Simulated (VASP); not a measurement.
**PbO (Litharge): single point with PBE**

PbO (Litharge):

```
CELL_PARAMETERS angstrom
3.99000 0.00000 0.00000
0.00000 3.99000 0.00000
0.00000 0.00000 5.01000
ATOMIC_POSITIONS crystal
Pb 0.00000 0.50000 0.24000
Pb 0.50000 0.00000 0.76000
O 0.00000 0.00000 0.00000
O 0.50000 0.50000 0.00000
```

| Quantity | Value |
| --- | --- |
| Program | VASP 6.6.1 |
| Task | single point |
| Functional | PBE |
| Potentials or basis | VASP PAW PBE potentials, release 64 (Pb_d, O) |
| Cutoff | 520 eV |
| k mesh | 3 × 3 × 3 |
| Occupations | gaussian, width 0.01 eV |
| Spin | no spin polarisation |

| Property | Result |
| --- | --- |
| Pressure | 3.0 GPa |
| Largest force | 0.076 eV/Å |
| Band gap on the k mesh | 2.05 eV, indirect (least direct gap 2.42 eV) |

Forces on the atoms (eV/Å):
```
Pb   0.000  0.000  0.076
Pb   0.000  0.000 -0.076
O    0.000  0.000  0.000
O    0.000  0.000  0.000
```

Stress tensor (GPa, compression positive):
```
3.39 0.00 0.00
0.00 3.39 0.00
0.00 0.00 2.14
```

Levels at points of the mesh, in eV from the valence-band top:
```
           k point  band 16  band 17  band 18  band 19  band 20  band 21  band 22  band 23  band 24  band 25
(0.00, 0.00, 0.00)    -4.16    -1.65    -1.56    -1.56     0.00     2.42     5.56     5.56     5.61     6.64
```

Run time: 18 s on 1 thread of Intel Xeon 6975P-C, on a shared host, peak memory 0.18 GiB.

Caveat: the k points lie up to 0.52 Å⁻¹ apart; spin-orbit coupling is left out, which moves the levels of the heavy elements. As with any semilocal functional, this PBE gap is likely too small.
